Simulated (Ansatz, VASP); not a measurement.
One calculation of ZnS, two programs

File POSCAR:

```
ZnS
1.0
    0.0000000000      2.7020000000      2.7020000000
    2.7020000000      0.0000000000      2.7020000000
    2.7020000000      2.7020000000      0.0000000000
Zn S
1 1
Direct
    0.7500000000      0.7500000000      0.7500000000
    0.0000000000      0.0000000000      0.0000000000
```

The input INCAR.step1:

```
PREC = Accurate ; ENCUT = 520
ISMEAR = 1 ; SIGMA = 0.025
LREAL = F ; LASPH = T
NELM = 100 ; NBANDS = 16
GGA = PE ; ALGO = Normal
EDIFF = 1E-4 ; LWAVE = T
LCHARG = F
```

Contents of INCAR.step2:

```
PREC = Accurate ; ENCUT = 520
EDIFF = 1E-7 ; ISMEAR = 1
SIGMA = 0.025 ; LREAL = F
LASPH = T ; NELM = 100
ALGO = Normal ; ISIF = 2
LWAVE = F ; LCHARG = F
METAGGA = R2SCAN ; LMIXTAU = T
LUSE_VDW = T ; IVDW_NL = 2
BPARAM = 11.95 ; CPARAM = 0.0093
NBANDS = 16 ; ISTART = 1
```

The input KPOINTS:

```
Automatic mesh
0
Gamma
  9 9 9
```

File input.yaml:

```yaml
crystal:
  lattice:
    - [0.0, 2.702, 2.702]
    - [2.702, 0.0, 2.702]
    - [2.702, 2.702, 0.0]
  atoms:
    - { symbol: Zn, position: [0.75, 0.75, 0.75] }
    - { symbol: S, position: [0.0, 0.0, 0.0] }
hamiltonian:
  xc: r2scan
  pseudopotentials: { kind: paw }
  dispersion: rvv10
kpoints:
  mp_grid: { grid: [9, 9, 9] }
  band_path:
    path:
      - [[0.0, 0.0, 0.0], [0.5, 0.0, 0.5], [0.5, 0.25, 0.75], [0.375, 0.375, 0.75], [0.0, 0.0, 0.0], [0.5, 0.5, 0.5], [0.625, 0.25, 0.625], [0.5, 0.25, 0.75], [0.5, 0.5, 0.5], [0.375, 0.375, 0.75]]
      - [[0.625, 0.25, 0.625], [0.5, 0.0, 0.5]]
    npoints: 14
scf:
  occupations: { method: methfessel_paxton, width: 0.025 }
  n_extra_bands: 6
output:
  forces: true
  stress: true
  eigenvalues: true
  fatbands: false
  write_density: true
  write_potential: true
  elf: true
  volumetric_format: npy
```

Alike in both runs: functional r2SCAN; dispersion rVV10; k mesh 9 × 9 × 9; occupations methfessel-paxton of order 1, width 0.025 eV; no spin polarisation.

```csv
,VASP,Ansatz
version,VASP 6.6.1,Ansatz 0.2.0
potentials or method,"VASP PAW PBE potentials, release 64 (Zn, S)",Ansatz PAW
plane-wave cutoff (eV),520,500
valence electrons in the cell,18,18
task,single point,band structure
```

|  | VASP | Ansatz | Ansatz less VASP |
| --- | --- | --- | --- |
| gap on the k mesh at the Fermi level (eV) | 2.62 | 2.61 | -0.010 |
| least direct gap on the mesh (eV) | 2.62 | 2.61 | -0.010 |
| pressure (GPa) | -1.4 | -1.5 | -0.12 |

VASP's potentials were made for PBE, not for r2SCAN.
